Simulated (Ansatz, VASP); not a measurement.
# One calculation of W2F3, two programs

File INCAR:

```
SYSTEM = W2F3
PREC     = Accurate       ! precision mode
ENCUT    = 600            ! plane-wave cutoff, eV
EDIFF    = 1E-7           ! SCF threshold, eV
ISMEAR   = 0              ! smearing method
SIGMA    = 0.1            ! smearing width, eV
LREAL    = .False.        ! projectors in reciprocal space
LASPH    = .True.         ! aspherical terms in the spheres
NELM     = 80             ! most SCF steps
ALGO     = Normal         ! electronic algorithm
ISIF     = 3              ! what is computed and relaxed
LWAVE    = .False.        ! write WAVECAR
LCHARG   = .False.        ! write CHGCAR
GGA      = PE             ! functional
IBRION   = 2              ! ionic algorithm
NSW      = 100            ! ionic steps
EDIFFG   = -0.01          ! ionic threshold
```

KPOINTS

```
regular mesh
0
Gamma
  12 12 10
  0 0 0
```

Contents of POSCAR:

```
W2F3
1.0
    4.5301658348      0.0000000000      0.0000000000
   -2.2650829174      3.9232386963      0.0000000000
    0.0000000000      0.0000000000      4.0528523494
W F
2 3
Direct
    0.3333333333      0.6666666667      0.0000000000
    0.6666666667      0.3333333333      0.0000000000
    0.0000000000      0.0000000000      0.0000000000
    0.3333333333      0.6666666667      0.5000000000
    0.6666666667      0.3333333333      0.5000000000
```

Input for Ansatz:

```yaml
crystal:
  lattice:
    - [4.5301658348, 0.0, 0.0]
    - [-2.2650829174, 3.9232386963, 0.0]
    - [0.0, 0.0, 4.0528523494]
  atoms:
    - { symbol: W, position: [0.3333333333, 0.6666666667, 0.0] }
    - { symbol: W, position: [0.6666666667, 0.3333333333, 0.0] }
    - { symbol: F, position: [0.0, 0.0, 0.0] }
    - { symbol: F, position: [0.3333333333, 0.6666666667, 0.5] }
    - { symbol: F, position: [0.6666666667, 0.3333333333, 0.5] }
basis:
  ecutwfc: 420
kpoints:
  mp_grid: { grid: [12, 12, 10] }
hamiltonian:
  xc: pbe
scf:
  occupations: { method: gaussian, width: 0.1 }
output:
  forces: true
  stress: true
  eigenvalues: true
relax:
  adjacent_minimum: "off"
  f_tol: 0.01
  max_steps: 80
  cell: { stress_tol: 0.05 }
```

Alike in both runs: task relaxation of cell and atoms; functional PBE; k mesh 12 × 12 × 10; occupations gaussian, width 0.1 eV; no spin polarisation.

|  | VASP | Ansatz |
| --- | --- | --- |
| version | VASP 6.6.1 | Ansatz 0.2.0 |
| potentials or method | VASP PAW PBE potentials, release 64 (W_sv, F), cutoff 600 eV | scalar-relativistic, plane waves, PAW |
| valence electrons in the cell | 49 | 49 |

|  | VASP | Ansatz | Ansatz less VASP |
| --- | --- | --- | --- |
| gap on the k mesh at the Fermi level, each at its own relaxed structure (eV) | none | none | - |
| relaxed volume (Å³/atom) | 14.44 | 14.41 | -0.031 |
| relaxed cell length with the largest relative difference (Å) | 4.073 | 4.062 | -0.0109 |

A gap of «none» marks a metal or a gap that the smearing closes.

Neither program's run includes spin-orbit coupling.
